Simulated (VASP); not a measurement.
# Hf (Fm-3m) in VASP: a series of runs

Runs on Hf. Level: PBE. Tasks: single point.

Everything below comes from runs of VASP 6.6.1. Logs are shortened: lines on timing, memory, paths and dates and some standing lists are left out, and cuts for length are marked.

**1. The cell of the first run**

Symmetry: Fm-3m, No. 225, cubic system. The conventional cell has a = 4.487 Å, b = 4.487 Å, c = 4.487 Å, α = 90.00°, β = 90.00°, γ = 90.00°. Hf (site symmetry m-3m) has 12 Hf at 3.17 Å within 4.2 Å.

**2. Single point, PBE**

Contents of INCAR:

```
SYSTEM = Hf
PREC = Accurate
ENCUT = 520
EDIFF = 1E-6
ISMEAR = -1
SIGMA = 0.1
LREAL = .False.
LASPH = .True.
NELM = 100
ALGO = Normal
ISIF = 2
LWAVE = .False.
LCHARG = .False.
GGA = PE
NBANDS = 11
```

Contents of KPOINTS:

```
regular mesh
0
Gamma
  14 14 14
  0 0 0
```

Contents of POSCAR:

```
Hf
1.0
    0.0000000000      2.2433263470      2.2433263470
    2.2433263470      0.0000000000      2.2433263470
    2.2433263470      2.2433263470      0.0000000000
Hf
1
Direct
    0.0000000000      0.0000000000      0.0000000000
```

Potentials or basis: VASP PAW PBE potentials, release 64 (Hf_pv).

The run is started by

```console
$ cat potpaw_PBE.64/Hf_pv/POTCAR > POTCAR
$ mpirun -np 1 vasp_std > vasp.out
```

OUTCAR:

```text
SYSTEM = Hf
   PREC = Accurate
   ENCUT = 520
   EDIFF = 1E-6
   ISMEAR = -1
   LREAL = .False.
   LASPH = .True.
   NELM = 100
   ISIF = 2
   GGA = PE

 ion  position               nearest neighbor table
   1  0.000  0.000  0.000-

  LATTYP: Found a face centered cubic cell.
 ALAT       =     4.4866526940

  Lattice vectors:

 A1 = (   0.0000000000,   2.2433263470,   2.2433263470)
 A2 = (   2.2433263470,   0.0000000000,   2.2433263470)
 A3 = (   2.2433263470,   2.2433263470,   0.0000000000)

Analysis of symmetry for initial positions (statically):
=====================================================================
 Subroutine PRICEL returns:
 Original cell was already a primitive cell.

 Routine SETGRP: Setting up the symmetry group for a
 face centered cubic supercell.

 Subroutine GETGRP returns: Found 48 space group operations
 (whereof 48 operations were pure point group operations)
 out of a pool of 48 trial point group operations.

The static configuration has the point symmetry O_h .

Analysis of symmetry for dynamics (positions and initial velocities):
=====================================================================
 Subroutine PRICEL returns:
 Original cell was already a primitive cell.

 Routine SETGRP: Setting up the symmetry group for a
 face centered cubic supercell.

 Subroutine GETGRP returns: Found 48 space group operations
 (whereof 48 operations were pure point group operations)
 out of a pool of 48 trial point group operations.

The dynamic configuration has the point symmetry O_h .

 Subroutine INISYM returns: Found 48 space group operations
 (whereof 48 operations are pure point group operations),
 and found     1 'primitive' translations

----------------------------------------------------------------------------------------

                                     Primitive cell

  volume of cell :      22.5791

  direct lattice vectors                    reciprocal lattice vectors
     0.000000000  2.243326347  2.243326347    -0.222883309  0.222883309  0.222883309
     2.243326347  0.000000000  2.243326347     0.222883309 -0.222883309  0.222883309
     2.243326347  2.243326347  0.000000000     0.222883309  0.222883309 -0.222883309

  length of vectors
     3.172542545  3.172542545  3.172542545     0.386045216  0.386045216  0.386045216

  position of ions in fractional coordinates (direct lattice)
     0.000000000  0.000000000  0.000000000

  ion indices of the primitive-cell ions
   primitive index   ion index
                 1           1

----------------------------------------------------------------------------------------

 KPOINTS: regular mesh

Automatic generation of k-mesh.
 Grid dimensions read from file:
 generate k-points for:   14   14   14

 Generating k-lattice:

  Cartesian coordinates                     Fractional coordinates (reciprocal lattice)
    -0.015920236  0.015920236  0.015920236     0.071428571  0.000000000  0.000000000
     0.015920236 -0.015920236  0.015920236     0.000000000  0.071428571  0.000000000
     0.015920236  0.015920236 -0.015920236     0.000000000  0.000000000  0.071428571

  Length of vectors
     0.027574658  0.027574658  0.027574658

  Shift w.r.t. Gamma in fractional coordinates (k-lattice)
     0.000000000  0.000000000  0.000000000

 Subroutine IBZKPT returns following result:
 ===========================================

 Found    104 irreducible k-points:

 Following reciprocal coordinates:
            Coordinates               Weight
  0.000000  0.000000  0.000000      1.000000
  0.071429  0.000000  0.000000      8.000000
  0.142857  0.000000  0.000000      8.000000
  0.214286  0.000000  0.000000      8.000000
  0.285714  0.000000  0.000000      8.000000
  0.357143  0.000000  0.000000      8.000000
[... 16 lines left out ...]
  0.214286  0.142857  0.000000     24.000000
  0.285714  0.142857  0.000000     24.000000
 [... further k-points ...]
   k-points           NKPTS =    104   k-points in BZ     NKDIM =    104   number of bands    NBANDS=     11
   number of dos      NEDOS =    301   number of ions     NIONS =      1
   total plane-waves  NPLWV =  13824
   dimension x,y,z NGX =    24 NGY =   24 NGZ =   24
   dimension x,y,z NGXF=    48 NGYF=   48 NGZF=   48
   ions per type =               1
   NGX,Y,Z   is equivalent  to a cutoff of  12.58, 12.58, 12.58 a.u.
   NGXF,Y,Z  is equivalent  to a cutoff of  25.15, 25.15, 25.15 a.u.
 SYSTEM =  Hf
   PREC   = accura    normal or accurate (medium, high low for compatibility)
   ISTART =      0    job   : 0-new  1-cont  2-samecut
   ICHARG =      2    charge: 1-file 2-atom 10-const
   ISPIN  =      1    spin polarized calculation?
   LNONCOLLINEAR =      F non collinear calculations
   LSORBIT =      F    spin-orbit coupling
   LASPH  =      T    aspherical Exc in radial PAW
   ENCUT  =  520.0 eV  38.22 Ry    6.18 a.u.   5.90  5.90  5.90*2*pi/ulx,y,z
   NELM   =    100;   NELMIN=  2; NELMDL= -5     # of ELM steps
   EDIFF  = 0.1E-05   stopping-criterion for ELM
   LREAL  =      F    real-space projection
   EDIFFG = 0.1E-04   stopping-criterion for IOM
   NSW    =      0    number of steps for IOM
   IBRION =     -1    ionic relax: 0-MD 1-quasi-New 2-CG
   NFREE  =      0    steps in history (QN), initial steepest desc. (CG)
   ISIF   =      2    stress and relaxation
   ISYM   =      2    0-nonsym 1-usesym 2-fastsym
   POTIM  = 0.5000    time-step for ionic-motion
   TEBEG  =    0.0;   TEEND  =   0.0 temperature during run
   PSTRESS=    0.0 pullay stress
   NELECT =      10.0000    total number of electrons
   NUPDOWN=      -1.0000    fix difference up-down
   EMIN   =  10.00;   EMAX   =-10.00  energy-range for DOS
   EFERMI =   0.00;   METHOD = LEGACY
   ISMEAR =    -1;   SIGMA  =   0.10  broadening in eV -4-tet -1-fermi 0-gaus
   EFERMI_NEDOS =   21; number of points for ismear=-14 and -15
   IALGO  =     38    algorithm
   IMIX   =      4    mixing-type and parameters
     AMIX     =   0.40;   BMIX     =  1.00
     AMIX_MAG =   1.60;   BMIX_MAG =  1.00
  volume/ion in A,a.u.               =      22.58       152.37
  Fermi-wavevector in a.u.,A,eV,Ry     =   1.247879  2.358149 21.187010  1.557201
  Thomas-Fermi vector in A             =   2.381991
   LORBIT       =      0    0 simple, 1 ext, 2 COOP (PROOUT), +10 PAW based schemes
   GGA     = PE    functional components
   LHFCALC =     F    Hartree Fock is set to
   AEXX    =    0.0000 exact exchange contribution
   IVDW    =     0    specifies the selected vdW correction
   LEPSILON=     F    determine dielectric tensor
   LRPA    =     F    only Hartree local field effects (RPA)
 non-spin polarized calculation
  energy-cutoff  :      520.00
  volume of cell :       22.58
 maximum number of plane-waves:       620
   NGX = 11   NGY = 11   NGZ = 11

 number of electron      10.0000000 magnetization

 number of electron       9.9999999 magnetization

 Free energy of the ion-electron system (eV)
  ---------------------------------------------------
  ext. energy  EPLUGINS =         0.00000000
  ---------------------------------------------------
  free energy    TOTEN  =        -9.87754467 eV

  energy without entropy =       -9.82788278  energy(sigma->0) =       -9.85271372

 E-fermi :   4.6749     XC(G=0): -11.2438

 val. band max:        4.6681035641   @ k =  -0.4286   0.2857   0.1429
 cond. band min:       4.6767671256   @ k =   0.2857   0.1429   0.0714
 fundamental gap:      0.0086635615
 Fermi energy:         4.6749132328

 k-point     1 :       0.0000    0.0000    0.0000
  band No.  band energies     occupation
      1     -25.3700      2.00000
      2     -25.3700      2.00000
      3     -25.3700      2.00000
      4      -2.5020      2.00000
      5       6.0770      0.00000
      6       6.0770      0.00000
      7       6.0770      0.00000
      8       8.8340      0.00000
      9       8.8340      0.00000
     10      15.9606      0.00000
     11      17.7132      0.00000

 k-point     2 :       0.0714    0.0000    0.0000
  band No.  band energies     occupation
      1     -25.4115      2.00000
      2     -25.3753      2.00000
      3     -25.3753      2.00000
      4      -2.3257      2.00000
      5       5.8968      0.00001
      6       6.1614      0.00000
      7       6.1614      0.00000
      8       8.7420      0.00000
      9       8.7420      0.00000
     10      16.3541      0.00000
     11      17.7125      0.00000

 k-point     3 :       0.1429    0.0000    0.0000
  band No.  band energies     occupation
      1     -25.5260      2.00000
      2     -25.3900      2.00000
      3     -25.3900      2.00000
      4      -1.8209      2.00000
      5       5.4630      0.00076
      6       6.3556      0.00000
      7       6.3556      0.00000
      8       8.5770      0.00000
      9       8.5770      0.00000
     10      17.1880      0.00000
     11      17.7087      0.00000

 k-point     4 :       0.2143    0.0000    0.0000
  band No.  band energies     occupation
      1     -25.6878      2.00000
      2     -25.4112      2.00000
      3     -25.4112      2.00000
      4      -1.0649      2.00000
      5       4.9912      0.08120
      6       6.4650      0.00000
      7       6.4650      0.00000
      8       8.6342      0.00000
      9       8.6342      0.00000
     10      16.4922      0.00000
     11      17.7149      0.00000
[... 239 lines left out ...]
 k-point    22 :       0.1429    0.1429    0.0000
  band No.  band energies     occupation
      1     -25.5220      2.00000
      2     -25.4242      2.00000
      3     -25.4242      2.00000
      4      -1.5929      2.00000
      5       5.1317      0.02055
      6       6.6259      0.00000
      7       6.6259      0.00000
      8       7.6116      0.00000
      9       9.1667      0.00000
     10      17.7108      0.00000
     11      17.9105      0.00000

 k-point    23 :       0.2143    0.1429    0.0000
  band No.  band energies     occupation
      1     -25.6270      2.00000
      2     -25.4510      2.00000
      3     -25.4448      2.00000
      4      -1.0237      2.00000
      5       4.7295      0.73384
      6       6.6463      0.00000
      7       6.8872      0.00000
      8       7.4399      0.00000
      9       9.3377      0.00000
     10      17.7068      0.00000
     11      18.4074      0.00000

 k-point    24 :       0.2857    0.1429    0.0000
  band No.  band energies     occupation
      1     -25.7699      2.00000
      2     -25.4775      2.00000
      3     -25.4695      2.00000
      4      -0.2444      2.00000
      5       4.3801      1.90034
      6       6.1251      0.00000
      7       6.9829      0.00000
      8       8.0738      0.00000
      9       9.6960      0.00000
     10      17.2923      0.00000
     11      17.7272      0.00000

 [... further k-points ...]
[... 5 lines left out ...]
  --------------------------------------------------------------------------------------
  -------------------------------------------------------------------------------------
  Total       -0.0523702     -0.0523702     -0.0523702      0.0000000     -0.0000000      0.0000000
  in kB       -3.7160990     -3.7160990     -3.7160990      0.0000000     -0.0000000      0.0000000
  external PRESSURE =      -3.7160990 kB  Pullay stress =       0.0000000 kB

 VOLUME and BASIS-vectors are now :
 -----------------------------------------------------------------------------
  energy-cutoff  :      520.00
  volume of cell :       22.58
      direct lattice vectors                 reciprocal lattice vectors
     0.000000000  2.243326347  2.243326347    -0.222883309  0.222883309  0.222883309
     2.243326347  0.000000000  2.243326347     0.222883309 -0.222883309  0.222883309
     2.243326347  2.243326347  0.000000000     0.222883309  0.222883309 -0.222883309

 POSITION                                       TOTAL-FORCE (eV/Angst)
 -----------------------------------------------------------------------------------
      0.00000      0.00000      0.00000        -0.000000      0.000000      0.000000
 -----------------------------------------------------------------------------------
    total drift:                               -0.000000     -0.000000     -0.000000

  FREE ENERGIE OF THE ION-ELECTRON SYSTEM (eV)
  ---------------------------------------------------
  free  energy   TOTEN  =        -9.8775446723 eV

  energy  without entropy=       -9.8278827753  energy(sigma->0) =       -9.85271372
```

Wall time 48 s (1 thread of AMD EPYC 7R13, shared host); peak memory 0.12 GiB.

Results:

```yaml
Free_energy: -9.8775 eV
Pressure: -0.4 GPa
Band_gap_on_the_k_mesh: zero (band 5 reaches 6.08 eV, above the bottom of band 6 at 4.04 eV)
```

Levels at points of the mesh, in eV from the Fermi level:
| k point | band 2 | band 3 | band 4 | band 5 | band 6 | band 7 | band 8 | band 9 |
| --- | --- | --- | --- | --- | --- | --- | --- | --- |
| (0.00, 0.00, 0.00) | -30.04 | -30.04 | -7.18 | 1.40 | 1.40 | 1.40 | 4.16 | 4.16 |
| (0.50, 0.00, 0.00) | -30.15 | -30.15 | -3.61 | 0.55 | 1.18 | 1.18 | 6.25 | 6.25 |
| (0.50, 0.50, 0.00) | -30.33 | -30.33 | -3.21 | -2.09 | 2.47 | 6.26 | 6.86 | 6.86 |

Caveat: spin-orbit coupling is left out, which moves the levels of the heavy elements.

(Part 1 of 2 ends here.)
